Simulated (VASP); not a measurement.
# Al2Pt (Fm-3m) in VASP: density of states with PBE

Aim: the density of states of Al2Pt with PBE.

Everything below comes from runs of VASP 6.6.1. Logs are shortened: lines on timing, memory, paths and dates and some standing lists are left out, and cuts for length are marked.

## Step 1: The cell of the first run

It takes space group Fm-3m (No. 225, cubic). The conventional cell has a = 5.946 Å, b = 5.946 Å, c = 5.946 Å, α = 90.00°, β = 90.00°, γ = 90.00°. Al (site symmetry -43m) has 4 Pt at 2.57 Å and 6 Al at 2.97 Å within 3.4 Å. Pt (site symmetry m-3m) has 8 Al at 2.57 Å within 3.4 Å.

## Step 2: Density of states, PBE

POSCAR reads:

```
Al2Pt
1.0
    0.0000000000      2.9732041191      2.9732041191
    2.9732041191      0.0000000000      2.9732041191
    2.9732041191      2.9732041191      0.0000000000
Al Pt
2 1
Direct
    0.2500000000      0.2500000000      0.2500000000
    0.7500000000      0.7500000000      0.7500000000
    0.0000000000      0.0000000000      0.0000000000
```

INCAR.step1 reads:

```
SYSTEM = Al2Pt
ALGO = Normal ; EDIFF = 1E-7
ENCUT = 520 ; GGA = PE
ISIF = 2 ; ISMEAR = 0
LASPH = .True. ; LCHARG = .True.
LMAXMIX = 4 ; LREAL = .False.
LWAVE = .False. ; NBANDS = 15
NELM = 80 ; PREC = Accurate
SIGMA = 0.1
```

KPOINTS.step1 reads:

```
k-points
0
Gamma
  12 12 12
  0 0 0
```

INCAR.step2 reads:

```
SYSTEM = Al2Pt
ALGO = Normal ; EDIFF = 1E-7
ENCUT = 520 ; GGA = PE
ICHARG = 11 ; ISIF = 2
ISMEAR = -5 ; LASPH = .True.
LCHARG = .False. ; LMAXMIX = 4
LORBIT = 11 ; LREAL = .False.
LWAVE = .False. ; NBANDS = 15
NEDOS = 1001 ; NELM = 80
PREC = Accurate ; SIGMA = 0.1
```

KPOINTS.step2 reads:

```
k-points
0
Gamma
  18 18 18
  0 0 0
```

Potentials or basis: VASP PAW PBE potentials, release 64 (Al, Pt).

On the command line:

```bash
$ cat potpaw_PBE.64/Al/POTCAR potpaw_PBE.64/Pt/POTCAR > POTCAR
$ cp INCAR.step1 INCAR
$ cp KPOINTS.step1 KPOINTS
$ mpirun -np 1 vasp_std > vasp.out
$ cp INCAR.step2 INCAR
$ cp KPOINTS.step2 KPOINTS
$ mpirun -np 1 vasp_std > vasp.out
```

OUTCAR:

```text
SYSTEM = Al2Pt
   EDIFF = 1E-7
   ENCUT = 520
   GGA = PE
   ICHARG = 11
   ISIF = 2
   ISMEAR = -5
   LASPH = .True.
   LORBIT = 11
   LREAL = .False.
   NELM = 80
   PREC = Accurate

 ion  position               nearest neighbor table
   1  0.250  0.250  0.250-   3 2.57   3 2.57   3 2.57   3 2.57   2 2.97   2 2.97   2 2.97   2 2.97
                             2 2.97   2 2.97
   2  0.750  0.750  0.750-   3 2.57   3 2.57   3 2.57   3 2.57   1 2.97   1 2.97   1 2.97   1 2.97
                             1 2.97   1 2.97
   3  0.000  0.000  0.000-   2 2.57   2 2.57   2 2.57   1 2.57   2 2.57   1 2.57   1 2.57   1 2.57

  LATTYP: Found a face centered cubic cell.
 ALAT       =     5.9464082382

  Lattice vectors:

 A1 = (   0.0000000000,   2.9732041191,   2.9732041191)
 A2 = (   2.9732041191,   0.0000000000,   2.9732041191)
 A3 = (   2.9732041191,   2.9732041191,   0.0000000000)

Analysis of symmetry for initial positions (statically):
=====================================================================
 Subroutine PRICEL returns:
 Original cell was already a primitive cell.

 Routine SETGRP: Setting up the symmetry group for a
 face centered cubic supercell.

 Subroutine GETGRP returns: Found 48 space group operations
 (whereof 48 operations were pure point group operations)
 out of a pool of 48 trial point group operations.

The static configuration has the point symmetry O_h .

Analysis of symmetry for dynamics (positions and initial velocities):
=====================================================================
 Subroutine PRICEL returns:
 Original cell was already a primitive cell.

 Routine SETGRP: Setting up the symmetry group for a
 face centered cubic supercell.

 Subroutine GETGRP returns: Found 48 space group operations
 (whereof 48 operations were pure point group operations)
 out of a pool of 48 trial point group operations.

The dynamic configuration has the point symmetry O_h .

 Subroutine INISYM returns: Found 48 space group operations
 (whereof 48 operations are pure point group operations),
 and found     1 'primitive' translations

----------------------------------------------------------------------------------------

                                     Primitive cell

  volume of cell :      52.5659

  direct lattice vectors                    reciprocal lattice vectors
     0.000000000  2.973204119  2.973204119    -0.168168743  0.168168743  0.168168743
     2.973204119  0.000000000  2.973204119     0.168168743 -0.168168743  0.168168743
[... 111 lines left out ...]
  Fermi-wavevector in a.u.,A,eV,Ry     =   1.101235  2.081033 16.500044  1.212719
  Thomas-Fermi vector in A             =   2.237659
   LORBIT       =     11    0 simple, 1 ext, 2 COOP (PROOUT), +10 PAW based schemes
   GGA     = PE    functional components
   LHFCALC =     F    Hartree Fock is set to
   AEXX    =    0.0000 exact exchange contribution
   IVDW    =     0    specifies the selected vdW correction
   LEPSILON=     F    determine dielectric tensor
   LRPA    =     F    only Hartree local field effects (RPA)
 non-spin polarized calculation
 Fermi weights with tetrahedron method with Bloechl corrections
  energy-cutoff  :      520.00
  volume of cell :       52.57
 maximum number of plane-waves:      1432

 number of electron      16.0000000 magnetization

 Free energy of the ion-electron system (eV)
  ---------------------------------------------------
  ext. energy  EPLUGINS =         0.00000000
  ---------------------------------------------------
  free energy    TOTEN  =       -16.25448378 eV

  energy without entropy =      -16.25448378  energy(sigma->0) =      -16.25448378

 E-fermi :   7.6920     XC(G=0): -10.6206

 val. band max:        7.7774479474   @ k =  -0.1111   0.1667   0.0556
 cond. band min:       7.6871162959   @ k =   0.3333   0.2778   0.0556
 fundamental gap:     -0.0903316514
 Fermi energy:         7.6920117372

 k-point     1 :       0.0000    0.0000    0.0000
  band No.  band energies     occupation
      1      -2.4147      2.00000
      2       2.7269      2.00000
      3       2.7269      2.00000
      4       2.7269      2.00000
      5       4.0623      2.00000
      6       4.0623      2.00000
      7      10.5013      0.00000
      8      11.4929      0.00000
      9      11.4929      0.00000
     10      11.4929      0.00000
     11      12.9901      0.00000
     12      12.9901      0.00000
     13      12.9901      0.00000
     14      13.9558      0.00000
[... 401 lines left out ...]
      2       2.3119      2.00000
      3       2.9319      2.00000
      4       2.9528      2.00000
      5       3.9640      2.00000
      6       4.1094      2.00000
      7       6.9762      2.11087
      8       9.3387      0.00000
      9      10.3412      0.00000
     10      11.4691      0.00000
     11      12.7315      0.00000
     12      12.9473      0.00000
     13      13.8302      0.00000
     14      14.3567      0.00000
     15      14.6340      0.00000

 [... further k-points ...]

------------------------ aborting loop because EDIFF is reached ----------------------------------------

  FORCE on cell =-STRESS in cart. coord.  units (eV):
  Direction    XX          YY          ZZ          XY          YZ          ZX
  --------------------------------------------------------------------------------------
  -------------------------------------------------------------------------------------
  Total       -0.0361338     -0.0361338     -0.0361338      0.0000000      0.0000000      0.0000000
  in kB       -1.1013377     -1.1013377     -1.1013377      0.0000000      0.0000000      0.0000000
  external PRESSURE =      -1.1013377 kB  Pullay stress =       0.0000000 kB

 VOLUME and BASIS-vectors are now :
 -----------------------------------------------------------------------------
  energy-cutoff  :      520.00
  volume of cell :       52.57
      direct lattice vectors                 reciprocal lattice vectors
     0.000000000  2.973204119  2.973204119    -0.168168743  0.168168743  0.168168743
     2.973204119  0.000000000  2.973204119     0.168168743 -0.168168743  0.168168743
     2.973204119  2.973204119  0.000000000     0.168168743  0.168168743 -0.168168743

 POSITION                                       TOTAL-FORCE (eV/Angst)
 -----------------------------------------------------------------------------------
      1.48660      1.48660      1.48660         0.000000      0.000000      0.000000
      4.45981      4.45981      4.45981        -0.000000     -0.000000     -0.000000
      0.00000      0.00000      0.00000         0.000000      0.000000      0.000000
 -----------------------------------------------------------------------------------
    total drift:                                0.000000     -0.000000      0.000000

  FREE ENERGIE OF THE ION-ELECTRON SYSTEM (eV)
  ---------------------------------------------------
  free  energy   TOTEN  =       -16.2544837776 eV

  energy  without entropy=      -16.2544837776  energy(sigma->0) =      -16.25448378

 total charge

# of ion       s       p       d       tot
------------------------------------------
    1        0.400   0.355   0.000   0.756
    2        0.400   0.355   0.000   0.756
    3        0.825   0.702   8.152   9.679
--------------------------------------------------
tot          1.626   1.412   8.152  11.190
```

OUTCAR.step1:

```text
SYSTEM = Al2Pt
   EDIFF = 1E-7
   ENCUT = 520
   GGA = PE
   ISIF = 2
[... 660 lines left out ...]
      1.48660      1.48660      1.48660        -0.000000     -0.000000     -0.000000
      4.45981      4.45981      4.45981         0.000000      0.000000      0.000000
      0.00000      0.00000      0.00000        -0.000000      0.000000      0.000000
 -----------------------------------------------------------------------------------
    total drift:                                0.000000     -0.000000      0.000000

  FREE ENERGIE OF THE ION-ELECTRON SYSTEM (eV)
  ---------------------------------------------------
  free  energy   TOTEN  =       -16.2559033096 eV

  energy  without entropy=      -16.2500683546  energy(sigma->0) =      -16.25298583
```

OSZICAR.step1:

```text
N       E                     dE             d eps       ncg     rms          rms(c)
DAV:   1     0.477564971827E+02    0.47756E+02   -0.65452E+03  2184   0.903E+02
DAV:   2    -0.152365356644E+02   -0.62993E+02   -0.55402E+02  2694   0.164E+02
DAV:   3    -0.168010079439E+02   -0.15645E+01   -0.15545E+01  2777   0.246E+01
DAV:   4    -0.168134278439E+02   -0.12420E-01   -0.12419E-01  2630   0.260E+00
DAV:   5    -0.168136550011E+02   -0.22716E-03   -0.22716E-03  2840   0.364E-01    0.838E+00
DAV:   6    -0.163654694116E+02    0.44819E+00   -0.19003E+00  2503   0.124E+01    0.218E+00
DAV:   7    -0.162852701523E+02    0.80199E-01   -0.14984E-01  2454   0.364E+00    0.164E+00
DAV:   8    -0.162556806169E+02    0.29590E-01   -0.30451E-02  2615   0.146E+00    0.251E-01
DAV:   9    -0.162557432245E+02   -0.62608E-04   -0.13798E-03  2709   0.312E-01    0.163E-01
DAV:  10    -0.162559024095E+02   -0.15919E-03   -0.26680E-04  2384   0.112E-01    0.166E-02
DAV:  11    -0.162559012588E+02    0.11507E-05   -0.12027E-05  2846   0.327E-02    0.804E-03
DAV:  12    -0.162559033544E+02   -0.20957E-05   -0.47689E-06  2391   0.130E-02    0.151E-03
DAV:  13    -0.162559033096E+02    0.44860E-07   -0.15394E-07  2333   0.352E-03
   1 F= -.16255903E+02 E0= -.16252986E+02  d E =-.583495E-02
```

It took 2.7 min on 1 thread of AMD EPYC 7R43 (Zen 3), shared host; peak memory 0.25 GiB.

What came out:

```
Valence electrons inside the program's atomic spheres : Al 0.76; Pt 9.68
```

Caveat: spin-orbit coupling is left out, which moves the levels of the heavy elements; tetrahedron occupations give inexact forces and stress in metals.
